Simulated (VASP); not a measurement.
A run of VASP 6.6.1:

Contents of INCAR:

```
SYSTEM = GaN
PREC = Accurate ; ENCUT = 520
EDIFF = 1E-6 ; ISMEAR = -1
SIGMA = 0.05 ; LREAL = .FALSE.
LASPH = .TRUE. ; NELM = 100
ALGO = Normal ; ISIF = 2
LWAVE = .FALSE. ; LCHARG = .FALSE.
GGA = PS ; NBANDS = 16
```

File KPOINTS:

```
Automatic mesh
0
G
  10 10 10
  0 0 0
```

File POSCAR:

```
GaN
1.0
    0.0000000000      2.2684248875      2.2684248875
    2.2684248875      0.0000000000      2.2684248875
    2.2684248875      2.2684248875      0.0000000000
Ga N
1 1
Direct
    0.0000000000      0.0000000000      0.0000000000
    0.2500000000      0.2500000000      0.2500000000
```

Potentials or basis: VASP PAW PBE potentials, release 64 (Ga_d, N).

Launch:

```console
$ cat potpaw_PBE.64/Ga_d/POTCAR potpaw_PBE.64/N/POTCAR > POTCAR
$ mpirun -np 1 vasp_std > vasp.out
```

Hardware: 1 thread of AMD EPYC 7R43 64-Core Processor (Zen 3), with other jobs on the host.

Question: Estimate the wall time of this run.

Answer: Wall time 20 s on 1 thread of AMD EPYC 7R43 64-Core Processor (Zen 3) (shared host), peak memory 0.11 GiB. Counts: scf iterations 13, k points 47.
